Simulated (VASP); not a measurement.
# BaTiO3 (Barioperovskite) (Amm2) in VASP: further runs, part 2 of 2

VASP 6.6.1. The steps go on from the part before.

## Step 5: Single point, r2SCAN+U

Input file POSCAR:

```
BaTiO3
1.0
    3.9855000000      0.0000000000      0.0000000000
    0.0000000000      2.8369000000      2.8451500000
    0.0000000000     -2.8369000000      2.8451500000
Ba Ti O
1 1 3
Direct
    0.0000000000      0.0000000000      0.0000000000
    0.5000000000      0.5124000000      0.5124000000
    0.0000000000      0.4874000000      0.4874000000
    0.5000000000      0.5052400000      0.9918400000
    0.5000000000      0.9918400000      0.5052400000
```

Input file INCAR.step1:

```
SYSTEM = BaTiO3
PREC     = Accurate       ! precision mode
ENCUT    = 520            ! plane-wave cutoff, eV
ISMEAR   = -1             ! smearing method
SIGMA    = 0.05           ! smearing width, eV
LREAL    = .FALSE.        ! projectors in reciprocal space
LASPH    = .TRUE.         ! aspherical terms in the spheres
NELM     = 150            ! most SCF steps
LMAXMIX  = 4              ! l up to which the mixer works
LDAU     = .TRUE.         ! DFT+U
LDAUTYPE = 2            
LDAUL    = -1 2 -1        ! shell
LDAUU    = 0 8 0          ! U, eV
LDAUJ    = 0 0 0        
NBANDS   = 28             ! bands
GGA      = PE             ! functional
ALGO     = Normal         ! electronic algorithm
EDIFF    = 1E-4           ! SCF threshold, eV
LWAVE    = .TRUE.         ! write WAVECAR
LCHARG   = .FALSE.        ! write CHGCAR
```

Input file INCAR.step2:

```
SYSTEM = BaTiO3
PREC     = Accurate       ! precision mode
ENCUT    = 520            ! plane-wave cutoff, eV
EDIFF    = 1E-7           ! SCF threshold, eV
ISMEAR   = -1             ! smearing method
SIGMA    = 0.05           ! smearing width, eV
LREAL    = .FALSE.        ! projectors in reciprocal space
LASPH    = .TRUE.         ! aspherical terms in the spheres
NELM     = 150            ! most SCF steps
ALGO     = Normal         ! electronic algorithm
ISIF     = 2              ! what is computed and relaxed
LWAVE    = .FALSE.        ! write WAVECAR
LCHARG   = .TRUE.         ! write CHGCAR
LMAXMIX  = 4              ! l up to which the mixer works
LDAU     = .TRUE.         ! DFT+U
LDAUTYPE = 2            
LDAUL    = -1 2 -1        ! shell
LDAUU    = 0 8 0          ! U, eV
LDAUJ    = 0 0 0        
LDAUPRINT= 1            
METAGGA  = R2SCAN         ! meta-GGA
LMIXTAU  = .TRUE.       
LELF     = .TRUE.         ! ELF
LVHAR    = .TRUE.       
NBANDS   = 28             ! bands
ISTART   = 1
```

Input file KPOINTS:

```
regular mesh
0
G
  4 4 4
  0 0 0
```

Potentials or basis: VASP PAW PBE potentials, release 64 (Ba_sv, Ti_sv, O).

The run is started by

```bash
$ cat potpaw_PBE.64/Ba_sv/POTCAR potpaw_PBE.64/Ti_sv/POTCAR potpaw_PBE.64/O/POTCAR > POTCAR
$ cp INCAR.step1 INCAR
$ mpirun -np 1 vasp_std > vasp.out
$ cp INCAR.step2 INCAR
$ mpirun -np 1 vasp_std > vasp.out
```

OUTCAR:

```text
SYSTEM = BaTiO3
   PREC = Accurate
   ENCUT = 520
   EDIFF = 1E-7
   ISMEAR = -1
   LREAL = .FALSE.
   LASPH = .TRUE.
   NELM = 150
   ISIF = 2
   METAGGA = R2SCAN
   ISTART = 1

 ion  position               nearest neighbor table
   1  0.000  0.000  0.000-   3 2.77   4 2.81   5 2.81   4 2.81   5 2.81   3 2.84   3 2.84   4 2.84
                             5 2.84   5 2.84   4 2.84   3 2.92   2 3.42   2 3.42   2 3.47   2 3.47
   2  0.500  0.512  0.512-   4 1.93   5 1.93   3 2.00   3 2.00   5 2.09   4 2.09   1 3.42   1 3.42
                             1 3.47   1 3.47   1 3.47   1 3.47   1 3.53   1 3.53
   3  0.000  0.487  0.487-   2 2.00   2 2.00   1 2.77   1 2.84   1 2.84   1 2.92
   4  0.500  0.505  0.992-   2 1.93   2 2.09   1 2.81   1 2.81   1 2.84   1 2.84
   5  0.500  0.992  0.505-   2 1.93   2 2.09   1 2.81   1 2.81   1 2.84   1 2.84

  LATTYP: Found a base centered orthorhombic cell.
 ALAT       =     5.6738000000
 B/A-ratio  =     1.0029081039
 C/A-ratio  =     0.7024392823

  Lattice vectors:

 A1 = (   0.0000000000,   2.8369000000,  -2.8451500000)
 A2 = (   0.0000000000,   2.8369000000,   2.8451500000)
 A3 = (   3.9855000000,   0.0000000000,   0.0000000000)

[... 214 lines left out ...]

 val. band max:        3.7736900311   @ k =   0.5000   0.5000   0.5000
 cond. band min:       7.1274563654   @ k =   0.0000   0.0000   0.0000
 fundamental gap:      3.3537663343
 Fermi energy:         4.8268389442

 k-point     1 :       0.0000    0.0000    0.0000
  band No.  band energies     occupation
      1     -57.1773      2.00000
      2     -32.2450      2.00000
      3     -32.2446      2.00000
      4     -32.2301      2.00000
      5     -21.7301      2.00000
      6     -14.1885      2.00000
[... 640 lines left out ...]
     27      11.9776      0.00000
     28      12.0453      0.00000

------------------------ aborting loop because EDIFF is reached ----------------------------------------

  FORCE on cell =-STRESS in cart. coord.  units (eV):
  Direction    XX          YY          ZZ          XY          YZ          ZX
  --------------------------------------------------------------------------------------
  -------------------------------------------------------------------------------------
  Total        3.1916769      3.3146415      2.9942320      0.0000000      0.0000000      0.0000000
  in kB       79.4817637     82.5439300     74.5648282      0.0000000      0.0000000      0.0000000
  external PRESSURE =      78.8635073 kB  Pullay stress =       0.0000000 kB

 VOLUME and BASIS-vectors are now :
 -----------------------------------------------------------------------------
  energy-cutoff  :      520.00
  volume of cell :       64.34
      direct lattice vectors                 reciprocal lattice vectors
     3.985500000  0.000000000  0.000000000     0.250909547  0.000000000  0.000000000
     0.000000000  2.836900000  2.845150000     0.000000000  0.176248722  0.175737659
     0.000000000 -2.836900000  2.845150000     0.000000000 -0.176248722  0.175737659

 POSITION                                       TOTAL-FORCE (eV/Angst)
 -----------------------------------------------------------------------------------
      0.00000      0.00000      0.00000         0.000000      0.000000      0.192219
      1.99275      0.00000      2.91571         0.000000      0.000000     -1.112716
      0.00000      0.00000      2.77345         0.000000      0.000000      0.278820
      1.99275     -1.38044      4.25942         0.000000     -0.574826      0.320838
      1.99275      1.38044      4.25942         0.000000      0.574826      0.320838
 -----------------------------------------------------------------------------------
    total drift:                                0.000000      0.000001      0.008836

  FREE ENERGIE OF THE ION-ELECTRON SYSTEM (eV)
  ---------------------------------------------------
  free  energy   TOTEN  =       -69.2312576915 eV

  energy  without entropy=      -69.2312576913  energy(sigma->0) =      -69.23125769
```

OSZICAR.step1:

```text
N       E                     dE             d eps       ncg     rms          rms(c)
DAV:   1     0.450146106439E+03    0.45015E+03   -0.20592E+04  1176   0.154E+03
DAV:   2    -0.249768663446E+01   -0.45264E+03   -0.42933E+03  1400   0.436E+02
DAV:   3    -0.455626465322E+02   -0.43065E+02   -0.42757E+02  1692   0.135E+02
DAV:   4    -0.475306911739E+02   -0.19680E+01   -0.19640E+01  1764   0.245E+01
DAV:   5    -0.475936329675E+02   -0.62942E-01   -0.62930E-01  1680   0.326E+00    0.232E+01
DAV:   6    -0.344885116747E+02    0.13105E+02   -0.55011E+01  1780   0.683E+01    0.877E+00
DAV:   7    -0.347974636739E+02   -0.30895E+00   -0.64373E+00  1568   0.118E+01    0.512E+00
DAV:   8    -0.347873387442E+02    0.10125E-01   -0.15546E+00  1464   0.733E+00    0.155E+00
DAV:   9    -0.347651183361E+02    0.22220E-01   -0.24738E-01  1452   0.276E+00    0.120E+00
DAV:  10    -0.347942674135E+02   -0.29149E-01   -0.17732E-01  1416   0.458E+00    0.119E+00
DAV:  11    -0.347736590528E+02    0.20608E-01   -0.75782E-02  1512   0.291E+00    0.171E-01
DAV:  12    -0.347733940632E+02    0.26499E-03   -0.43281E-03  1508   0.582E-01    0.119E-01
DAV:  13    -0.347735444882E+02   -0.15042E-03   -0.67703E-04  1476   0.286E-01    0.612E-02
DAV:  14    -0.347735223904E+02    0.22098E-04   -0.17012E-04  1028   0.147E-01
   1 F= -.34773522E+02 E0= -.34773522E+02  d E =-.456018E-11
```

Wall time 99 s (1 thread of Intel Xeon 6975P-C (Granite Rapids), shared host); peak memory 0.19 GiB.

Results:

```yaml
Free_energy: -69.2313 eV
Pressure: 7.9 GPa
Largest_force: 1.113 eV/Å
Band_gap_on_the_k_mesh: 3.35 eV, indirect (least direct gap 3.64 eV)
```

Forces on the atoms (eV/Å):
```
Ba   0.000  0.000  0.192
Ti   0.000  0.000 -1.113
O    0.000  0.000  0.279
O    0.000 -0.575  0.321
O    0.000  0.575  0.321
```

Eigenvalues of the final occupation matrices:
| site | spin | trace | eigenvalues |
| --- | --- | --- | --- |
| site 2 d | 1 | 0.69 | 0.08 0.08 0.08 0.22 0.23 |
| site 2 d | 2 | 0.69 | 0.08 0.08 0.08 0.22 0.23 |

Caveat: the PAW data sets were made with another functional, which shifts forces and pressure a little; spin-orbit coupling is left out, which moves the levels of the heavy elements. A k mesh can miss the band edges.

## Step 6: Summary

| U | gap on the mesh (eV) | pressure (GPa) | largest force (eV/Å) |
| --- | --- | --- | --- |
| Ti d U = 2.0 eV | 2.48 | 2.7 | 0.25 |
| Ti d U = 4.0 eV | 2.75 | 4.4 | 0.47 |
| Ti d U = 6.0 eV | 3.04 | 6.1 | 0.79 |
| Ti d U = 8.0 eV | 3.35 | 7.9 | 1.11 |

Alike in all rows: task single point; level r2SCAN+U; potentials or basis VASP PAW PBE potentials, release 64 (Ba_sv, Ti_sv, O); no spin polarisation; cell as given; k mesh 4 × 4 × 4; cutoff (eV) 520; smearing fermi-dirac 0.05 eV.

On the cell as given the gap runs from 2.48 eV (r2SCAN+U) to 3.35 eV (r2SCAN+U).

Caveats: the PAW data sets were made with another functional, which shifts forces and pressure a little; spin-orbit coupling is left out, which moves the levels of the heavy elements.

Absolute energies hang on the potentials; compare differences alone.
